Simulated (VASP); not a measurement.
Set up this calculation in VASP 6.6.1, as the native input.

* Task: density of states
* Functional: PBE
* Potentials or basis: VASP PAW PBE potentials, release 64 (Ta_pv)
* Cutoff: 520 eV
* k mesh: 12 × 12 × 12
* Occupations: fermi-dirac, width 0.08 eV
* Spin: no spin polarisation
* Dipole correction: no
* k mesh for the DOS: 18 × 18 × 18
* Occupations for the DOS: tetrahedron
* Further INCAR settings: ALGO = Normal; EDIFF = 1e-06; NBANDS = 18

The system is Ta.

```
CELL_PARAMETERS angstrom
0.00000 2.30334 2.30334
2.30334 0.00000 2.30334
2.30334 2.30334 0.00000
ATOMIC_POSITIONS crystal
Ta 0.87500 0.87500 0.87500
Ta 0.12500 0.12500 0.12500
```

This cell differs from its parent crystal: volume scaled by 0.43.

The input as run:

POSCAR

```
Ta
1.0
    0.0000000000      2.3033427297      2.3033427297
    2.3033427297      0.0000000000      2.3033427297
    2.3033427297      2.3033427297      0.0000000000
Ta
2
Direct
   -0.1250000000     -0.1250000000     -0.1250000000
    0.1250000000      0.1250000000      0.1250000000
```

INCAR.step1

```
SYSTEM = Ta
PREC     = Accurate       ! precision mode
ENCUT    = 520            ! plane-wave cutoff, eV
EDIFF    = 1E-6           ! SCF threshold, eV
ISMEAR   = -1             ! smearing method
SIGMA    = 0.08           ! smearing width, eV
LREAL    = .FALSE.        ! projectors in reciprocal space
LASPH    = .TRUE.         ! aspherical terms in the spheres
NELM     = 100            ! most SCF steps
ALGO     = Normal         ! electronic algorithm
ISIF     = 2              ! what is computed and relaxed
LWAVE    = .FALSE.        ! write WAVECAR
LCHARG   = .TRUE.         ! write CHGCAR
LMAXMIX  = 4              ! l up to which the mixer works
GGA      = PE             ! functional
NBANDS   = 18             ! bands
```

KPOINTS.step1

```
Automatic mesh
0
G
  12 12 12
  0 0 0
```

INCAR.step2

```
SYSTEM = Ta
PREC     = Accurate       ! precision mode
ENCUT    = 520            ! plane-wave cutoff, eV
EDIFF    = 1E-6           ! SCF threshold, eV
ISMEAR   = -5             ! smearing method
SIGMA    = 0.08           ! smearing width, eV
LREAL    = .FALSE.        ! projectors in reciprocal space
LASPH    = .TRUE.         ! aspherical terms in the spheres
NELM     = 100            ! most SCF steps
ALGO     = Normal         ! electronic algorithm
ISIF     = 2              ! what is computed and relaxed
LWAVE    = .FALSE.        ! write WAVECAR
LCHARG   = .FALSE.        ! write CHGCAR
LMAXMIX  = 4              ! l up to which the mixer works
GGA      = PE             ! functional
LORBIT   = 11             ! projections on sites
NBANDS   = 18             ! bands
NEDOS    = 1001           ! points of the DOS
ICHARG   = 11             ! starting density
```

KPOINTS.step2

```
Automatic mesh
0
G
  18 18 18
  0 0 0
```

Potentials or basis: VASP PAW PBE potentials, release 64 (Ta_pv).

Command:

```bash
$ cat potpaw_PBE.64/Ta_pv/POTCAR > POTCAR
$ cp INCAR.step1 INCAR
$ cp KPOINTS.step1 KPOINTS
$ mpirun -np 1 vasp_std > vasp.out
$ cp INCAR.step2 INCAR
$ cp KPOINTS.step2 KPOINTS
$ mpirun -np 1 vasp_std > vasp.out
```

Results of the run:

```json
{"Valence electrons inside the program's atomic spheres": "Ta 10.93"}
```

Caveat: spin-orbit coupling is left out, which moves the levels of the heavy elements.

Run time: 43 s on 1 thread of Intel Xeon 6975P-C, with other jobs on the host, peak memory 0.19 GiB.
